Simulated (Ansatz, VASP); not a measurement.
Cu: VASP beside Ansatz

Contents of INCAR:

```
ALGO = Normal
EDIFF = 1E-6
ENCUT = 820
GGA = PS
GGA_COMPAT = False
ISIF = 2
ISMEAR = 0
LASPH = True
LCHARG = True
LELF = True
LREAL = False
LVHAR = True
LWAVE = False
NBANDS = 26
NELM = 120
PREC = Accurate
SIGMA = 0.15
```

The input KPOINTS:

```
k-points
0
Gamma
  24 24 12
```

Contents of POSCAR:

```
Cu
1.0
    2.4513792691      0.0000000000      0.0000000000
   -1.2256896346      2.1229567214      0.0000000000
    0.0000000000      0.0000000000      4.0033264879
Cu
2
Direct
    0.3333333333      0.6666666667      0.2500000000
    0.6666666667      0.3333333333      0.7500000000
```

Input for Ansatz:

```yaml
crystal:
  lattice:
    - [2.4513792691, 0.0, 0.0]
    - [-1.2256896346, 2.1229567214, 0.0]
    - [0.0, 0.0, 4.0033264879]
  atoms:
    - { symbol: Cu, position: [0.3333333333, 0.6666666667, 0.25] }
    - { symbol: Cu, position: [0.6666666667, 0.3333333333, 0.75] }
basis:
  ecutwfc: 520.0
kpoints:
  mp_grid: { grid: [24, 24, 12] }
hamiltonian:
  xc: pbesol
  pseudopotentials: { kind: paw }
scf:
  occupations: { method: gaussian, width: 0.15 }
output:
  forces: true
  stress: true
  eigenvalues: true
```

Alike in both runs: task single point; functional PBEsol; k mesh 24 × 24 × 12; occupations gaussian, width 0.15 eV; no spin polarisation.

|  | VASP | Ansatz |
| --- | --- | --- |
| version | VASP 6.6.1 | Ansatz 0.2.0 |
| potentials or method | VASP PAW PBE potentials, release 64 (Cu_sv_GW), cutoff 820 eV | scalar-relativistic, plane waves, PAW |
| valence electrons in the cell | 38 | 38 |

VASP gave:

| Item | Value |
| --- | --- |
| gap on the k mesh at the Fermi level (eV) | none |
| pressure (GPa) | 15.6 |
| traceless stress, the component that is largest in VASP (GPa) | 0.61 |

Problem. Estimate Ansatz's values.

Solution. gap on the k mesh at the Fermi level (eV): none; pressure (GPa): 17.1; traceless stress, the component that is largest in VASP (GPa): 0.60.

VASP's potentials were made for PBE, not for PBEsol. A gap of «none» marks a metal or a gap that the smearing closes. The functional is the same, so the differences come from potentials, cutoffs and numerics.
